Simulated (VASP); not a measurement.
# ZnS (P6_3mc) in VASP: a series of runs, part 2 of 2

VASP 6.6.1. The steps go on from the part before.

### Step 3. Relaxation of cell and atoms, PBE exchange alone

Input file INCAR:

```
SYSTEM = ZnS
AGGAC = 0.0
ALDAC = 0.0
ALGO = Normal
EDIFF = 1E-6
EDIFFG = -0.01
ENCUT = 600
GGA = PE
IBRION = 2
ISIF = 3
ISMEAR = -1
LASPH = .True.
LCHARG = .False.
LREAL = .False.
LWAVE = .False.
NELM = 80
NSW = 60
PREC = Accurate
SIGMA = 0.05
```

Input file KPOINTS:

```
k-points
0
Gamma
  8 8 5
  0 0 0
```

Input file POSCAR:

```
ZnS
1.0
    3.8110000000      0.0000000000      0.0000000000
   -1.9055000000      3.3004228138      0.0000000000
    0.0000000000      0.0000000000      6.2340000000
Zn S
2 2
Direct
    0.6666666667      0.3333333333      0.5000000000
    0.3333333333      0.6666666667      0.0000000000
    0.6666666667      0.3333333333      0.8850000000
    0.3333333333      0.6666666667      0.3850000000
```

Potentials or basis: VASP PAW PBE potentials, release 64 (Zn, S).

On the command line:

```console
cat potpaw_PBE.64/Zn/POTCAR potpaw_PBE.64/S/POTCAR > POTCAR
mpirun -np 1 vasp_std > vasp.out
```

OUTCAR:

```text
SYSTEM = ZnS
   EDIFF = 1E-6
   EDIFFG = -0.01
   ENCUT = 600
   GGA = PE
   IBRION = 2
   ISIF = 3
   ISMEAR = -1
   LASPH = .True.
   LREAL = .False.
   NELM = 80
   NSW = 60
   PREC = Accurate

 ion  position               nearest neighbor table
   1  0.667  0.333  0.500-   4 2.31   4 2.31   4 2.31   3 2.40
   2  0.333  0.667  0.000-   3 2.31   3 2.31   3 2.31   4 2.40
   3  0.667  0.333  0.885-   2 2.31   2 2.31   2 2.31   1 2.40
   4  0.333  0.667  0.385-   1 2.31   1 2.31   1 2.31   2 2.40

  LATTYP: Found a hexagonal cell.
 ALAT       =     3.8110000000
 C/A-ratio  =     1.6357911309

  Lattice vectors:

 A1 = (   3.8110000000,   0.0000000000,   0.0000000000)
 A2 = (  -1.9055000000,   3.3004228138,   0.0000000000)
 A3 = (   0.0000000000,   0.0000000000,   6.2340000000)

Analysis of symmetry for initial positions (statically):
=====================================================================
 Subroutine PRICEL returns:
 Original cell was already a primitive cell.

 Routine SETGRP: Setting up the symmetry group for a
 hexagonal supercell.

 Subroutine GETGRP returns: Found 12 space group operations
 (whereof  6 operations were pure point group operations)
 out of a pool of 24 trial point group operations.

The static configuration has the point symmetry C_3v.
 The point group associated with its full space group is C_6v.

Analysis of symmetry for dynamics (positions and initial velocities):
=====================================================================
 Subroutine PRICEL returns:
 Original cell was already a primitive cell.

 Routine SETGRP: Setting up the symmetry group for a
 hexagonal supercell.

 Subroutine GETGRP returns: Found 12 space group operations
 (whereof  6 operations were pure point group operations)
 out of a pool of 24 trial point group operations.

The dynamic configuration has the point symmetry C_3v.
 The point group associated with its full space group is C_6v.

 Subroutine INISYM returns: Found 12 space group operations
 (whereof  6 operations are pure point group operations),
 and found     1 'primitive' translations

----------------------------------------------------------------------------------------

                                     Primitive cell

  volume of cell :      78.4107

  direct lattice vectors                    reciprocal lattice vectors
     3.811000000  0.000000000  0.000000000     0.262398321  0.151495741  0.000000000
    -1.905500000  3.300422814  0.000000000     0.000000000  0.302991482  0.000000000
     0.000000000  0.000000000  6.234000000     0.000000000  0.000000000  0.160410651

  length of vectors
     3.811000000  3.811000000  6.234000000     0.302991482  0.302991482  0.160410651

  position of ions in fractional coordinates (direct lattice)
     0.666666667  0.333333333  0.500000000
     0.333333333  0.666666667  0.000000000
     0.666666667  0.333333333  0.885000000
     0.333333333  0.666666667  0.385000000

  ion indices of the primitive-cell ions
   primitive index   ion index
                 1           1
[... 64 lines left out ...]
   NGXF,Y,Z  is equivalent  to a cutoff of  26.17, 26.17, 26.67 a.u.
 SYSTEM =  ZnS
   PREC   = accura    normal or accurate (medium, high low for compatibility)
   ISTART =      0    job   : 0-new  1-cont  2-samecut
   ICHARG =      2    charge: 1-file 2-atom 10-const
   ISPIN  =      1    spin polarized calculation?
   LNONCOLLINEAR =      F non collinear calculations
   LSORBIT =      F    spin-orbit coupling
   LASPH  =      T    aspherical Exc in radial PAW
   ENCUT  =  600.0 eV  44.10 Ry    6.64 a.u.   7.61  7.61 12.45*2*pi/ulx,y,z
   NELM   =     80;   NELMIN=  2; NELMDL= -5     # of ELM steps
   EDIFF  = 0.1E-05   stopping-criterion for ELM
   LREAL  =      F    real-space projection
   EDIFFG = -.1E-01   stopping-criterion for IOM
   NSW    =     60    number of steps for IOM
   IBRION =      2    ionic relax: 0-MD 1-quasi-New 2-CG
   NFREE  =      1    steps in history (QN), initial steepest desc. (CG)
   ISIF   =      3    stress and relaxation
   ISYM   =      2    0-nonsym 1-usesym 2-fastsym
   POTIM  = 0.5000    time-step for ionic-motion
   TEBEG  =    0.0;   TEEND  =   0.0 temperature during run
   PSTRESS=    0.0 pullay stress
   NELECT =      36.0000    total number of electrons
   NUPDOWN=      -1.0000    fix difference up-down
   EMIN   =  10.00;   EMAX   =-10.00  energy-range for DOS
   EFERMI =   0.00;   METHOD = LEGACY
   ISMEAR =    -1;   SIGMA  =   0.05  broadening in eV -4-tet -1-fermi 0-gaus
   EFERMI_NEDOS =   21; number of points for ismear=-14 and -15
   IALGO  =     38    algorithm
   IMIX   =      4    mixing-type and parameters
     AMIX     =   0.40;   BMIX     =  1.00
     AMIX_MAG =   1.60;   BMIX_MAG =  1.00
  volume/ion in A,a.u.               =      19.60       132.29
  Fermi-wavevector in a.u.,A,eV,Ry     =   1.262943  2.386617 21.701647  1.595026
  Thomas-Fermi vector in A             =   2.396326
   LORBIT       =      0    0 simple, 1 ext, 2 COOP (PROOUT), +10 PAW based schemes
   GGA     = PE    functional components
   LHFCALC =     F    Hartree Fock is set to
   AEXX    =    0.0000 exact exchange contribution
   IVDW    =     0    specifies the selected vdW correction
   LEPSILON=     F    determine dielectric tensor
   LRPA    =     F    only Hartree local field effects (RPA)
 conjugate gradient relaxation of ions
 non-spin polarized calculation
  energy-cutoff  :      600.00
  volume of cell :       78.41
 maximum number of plane-waves:      2643
   NGX = 15   NGY = 15   NGZ = 25

--------------------------------------- Ionic step        1  -------------------------------------------

 number of electron      36.0000045 magnetization

 Free energy of the ion-electron system (eV)
  ---------------------------------------------------
  ext. energy  EPLUGINS =         0.00000000
  ---------------------------------------------------
  free energy    TOTEN  =        -8.83414886 eV

  energy without entropy =       -8.83414886  energy(sigma->0) =       -8.83414886

------------------------ aborting loop because EDIFF is reached ----------------------------------------

  FORCE on cell =-STRESS in cart. coord.  units (eV):
  Direction    XX          YY          ZZ          XY          YZ          ZX
  --------------------------------------------------------------------------------------
  -------------------------------------------------------------------------------------
  Total        6.7720842      6.7720842      5.6217636      0.0000000      0.0000000      0.0000000
  in kB      138.3749906    138.3749906    114.8703201      0.0000000      0.0000000      0.0000000
  external PRESSURE =     130.5401004 kB  Pullay stress =       0.0000000 kB
[... 95 lines left out ...]
  FREE ENERGIE OF THE ION-ELECTRON SYSTEM (eV)
  ---------------------------------------------------
  free  energy   TOTEN  =        -9.3977666210 eV

  energy  without entropy=       -9.3977666045  energy(sigma->0) =       -9.39776661

[... ionic steps 4 to 7 ...]

--------------------------------------- Ionic step        8  -------------------------------------------

 number of electron      36.0000034 magnetization

------------------------ aborting loop because EDIFF is reached ----------------------------------------
[... 71 lines left out ...]
--------------------------------------- Ionic step       10  -------------------------------------------

 number of electron      36.0000035 magnetization

 Free energy of the ion-electron system (eV)
  ---------------------------------------------------
  ext. energy  EPLUGINS =         0.00000000
  ---------------------------------------------------
  free energy    TOTEN  =        -9.40298467 eV

  energy without entropy =       -9.40298465  energy(sigma->0) =       -9.40298466

 E-fermi :   2.7771     XC(G=0):  -7.3312

 val. band max:        2.0384672409   @ k =   0.0000   0.0000   0.0000
 cond. band min:       3.4347342502   @ k =   0.0000   0.0000   0.0000
 fundamental gap:      1.3962670093
 Fermi energy:         2.7771042840

 k-point     1 :       0.0000    0.0000    0.0000
  band No.  band energies     occupation
      1     -10.0374      2.00000
      2      -9.4069      2.00000
      3      -3.7269      2.00000
      4      -3.7229      2.00000
      5      -3.7229      2.00000
      6      -3.6671      2.00000
[... 589 lines left out ...]
     21       7.4177      0.00000
     22       7.6214      0.00000

 [... further k-points ...]

------------------------ aborting loop because EDIFF is reached ----------------------------------------

  FORCE on cell =-STRESS in cart. coord.  units (eV):
  Direction    XX          YY          ZZ          XY          YZ          ZX
  --------------------------------------------------------------------------------------
  -------------------------------------------------------------------------------------
  Total        0.0379367      0.0379367      0.0108261      0.0000000      0.0000000      0.0000000
  in kB        0.6442646      0.6442646      0.1838557      0.0000000      0.0000000      0.0000000
  external PRESSURE =       0.4907949 kB  Pullay stress =       0.0000000 kB
[... 19 lines left out ...]
  FREE ENERGIE OF THE ION-ELECTRON SYSTEM (eV)
  ---------------------------------------------------
  free  energy   TOTEN  =        -9.4029846675 eV

  energy  without entropy=       -9.4029846486  energy(sigma->0) =       -9.40298466

 reached required accuracy - stopping structural energy minimisation
```

CONTCAR:

```text
ZnS
   1.00000000000000
     4.0484115312047972    0.0000000000000000    0.0000000000000000
    -2.0242057656023986    3.5060272309705924    0.0000000000000000
     0.0000000000000000    0.0000000000000000    6.6466913023309075
  Zn              S
     2     2
Direct
     0.6666666667000030    0.3333333332999970    0.5049413494884907
     0.3333333332999970    0.6666666667000030    0.0049413494884904
     0.6666666667000030    0.3333333332999970    0.8800586505115073
     0.3333333332999970    0.6666666667000030    0.3800586505115077

  0.00000000E+00  0.00000000E+00  0.00000000E+00
  0.00000000E+00  0.00000000E+00  0.00000000E+00
  0.00000000E+00  0.00000000E+00  0.00000000E+00
  0.00000000E+00  0.00000000E+00  0.00000000E+00
```

Wall time 4 min (1 thread of Intel Xeon Platinum 8488C (Sapphire Rapids), shared host); peak memory 0.23 GiB.

What came out:

* Free energy: -9.4030 eV
* Relaxed volume: 23.59 Å³/atom
* Relaxed cell: a = 4.048 Å, b = 4.048 Å, c = 6.647 Å, α = 90.00°, β = 90.00°, γ = 120.00°
* Space group after relaxing (to 0.1 Å): P6_3mc (No. 186)
* Energy gained by relaxing: 142.2 meV/atom
* Ionic steps: 10
* Pressure after relaxing: 0.0 GPa
* Largest force after relaxing: 0.009 eV/Å
* Band gap on the k mesh: 1.40 eV

Forces on the atoms (eV/Å):
```
Zn   0.000  0.000  0.009
Zn   0.000  0.000  0.009
S    0.000  0.000 -0.009
S    0.000  0.000 -0.009
```

Step by step:
| step | energy change (eV) | largest force (eV/Å) | pressure (GPa) | volume (Å³) |
| --- | --- | --- | --- | --- |
| 1 | 0.0000 | 0.3685 | 13.05 | 78.41 |
| 2 | -0.5470 | 0.0579 | -1.46 | 97.96 |
| 3 | -0.5636 | 0.0848 | 0.09 | 94.36 |
| 4 | -0.5636 | 0.0815 | -0.14 | 94.70 |
| 5 | -0.5661 | 0.0671 | -0.14 | 94.72 |
| 6 | -0.5683 | 0.0359 | -0.13 | 94.75 |
| 7 | -0.5683 | 0.0339 | -0.12 | 94.75 |
| 8 | -0.5688 | 0.0130 | -0.01 | 94.41 |
| 9 | -0.5688 | 0.0051 | 0.13 | 94.28 |
| 10 | -0.5688 | 0.0090 | 0.05 | 94.34 |

Final structure:
```yaml
crystal:
  lattice:
    - [4.04841, 0.00000, 0.00000]
    - [-2.02421, 3.50603, 0.00000]
    - [0.00000, 0.00000, 6.64669]
  atoms:
    - { symbol: Zn, position: [0.66667, 0.33333, 0.50494] }
    - { symbol: Zn, position: [0.33333, 0.66667, 0.00494] }
    - { symbol: S, position: [0.66667, 0.33333, 0.88006] }
    - { symbol: S, position: [0.33333, 0.66667, 0.38006] }
```

Caveat: the volume moved by over 15 % at a fixed basis, so the end points are rough.

### Step 4. Single point, RPBE

This run uses another cell than the first one, of 18.43 Å³/atom.

Input file INCAR:

```
PREC = Accurate ; ENCUT = 520
EDIFF = 1E-7 ; ISMEAR = -1
SIGMA = 0.05 ; LREAL = False
LASPH = True ; NELM = 80
ALGO = Normal ; ISIF = 2
LWAVE = False ; LCHARG = True
GGA = RP ; LELF = True
LVHAR = True ; NBANDS = 26
```

Input file KPOINTS:

```
regular mesh
0
Gamma
  8 8 5
```

Input file POSCAR:

```
ZnS
1.0
    3.7332026603      0.0000000000      0.0000000000
   -1.8666013302      3.2330483413      0.0000000000
    0.0000000000      0.0000000000      6.1067398017
Zn S
2 2
Direct
    0.6666666667      0.3333333333      0.5000000000
    0.3333333333      0.6666666667      0.0000000000
    0.6666666667      0.3333333333      0.8850000000
    0.3333333333      0.6666666667      0.3850000000
```

On the command line:

```console
cat potpaw_PBE.64/Zn/POTCAR potpaw_PBE.64/S/POTCAR > POTCAR
mpirun -np 1 vasp_std > vasp.out
```

Run time: 2.1 min. Hardware: 1 thread of AMD EPYC 7R13, shared host; peak memory 0.18 GiB.

Results (log left out):

```yaml
Free_energy: -12.0676 eV
Pressure: 10.9 GPa
Largest_force: 0.409 eV/Å
Band_gap_on_the_k_mesh: 2.71 eV
```

Forces in eV/Å, atoms in the order of the input:
```
Zn   0.000  0.000  0.409
Zn   0.000  0.000  0.409
S    0.000  0.000 -0.409
S    0.000  0.000 -0.409
```

Stress tensor (GPa, compression positive):
```
12.02  0.00  0.00
 0.00 12.02  0.00
 0.00  0.00  8.73
```

Levels at points of the mesh, in eV from the valence-band top:
```tsv
k point	band 16	band 17	band 18	band 19	band 20	band 21
(0.00, 0.00, 0.00)	-0.01	0.00	0.00	2.71	3.22	6.30
(0.50, 0.00, 0.00)	-2.46	-1.71	-1.07	3.67	4.53	5.24
```

Caveat: the cell stands under pressure; the PAW data sets were made with another functional, which shifts forces and pressure a little.

### Step 5. Overview

| task | level | cell | cutoff (eV) | gap on the mesh (eV) | pressure (GPa) | relaxed volume (Å³/atom) | largest force (eV/Å) |
| --- | --- | --- | --- | --- | --- | --- | --- |
| relaxation of cell and atoms | RPBE+D3(BJ) | relaxed from a = 3.811, b = 3.811, c = 6.234 Å, angles 90.0, 90.0, 120.0°, 4 atoms | 600 | 2.74 | 0.0 | 18.17 | - |
| relaxation of cell and atoms | PBE exchange alone | relaxed from a = 3.811, b = 3.811, c = 6.234 Å, angles 90.0, 90.0, 120.0°, 4 atoms | 600 | 1.40 | 0.0 | 23.59 | 0.01 |
| single point | RPBE | a = 3.733, b = 3.733, c = 6.107 Å, angles 90.0, 90.0, 120.0°, 4 atoms | 520 | 2.71 | 10.9 | - | 0.41 |

Alike in all rows: potentials or basis VASP PAW PBE potentials, release 64 (Zn, S); no spin polarisation; k mesh 8 × 8 × 5; smearing fermi-dirac 0.05 eV.

Caveats: the PAW data sets were made with another functional, which shifts forces and pressure a little (at least some runs); the volume moved by over 15 % at a fixed basis, so the end points are rough (at least some runs); the cell stands under pressure (at least some runs).

Absolute energies hang on the potentials; compare differences alone.
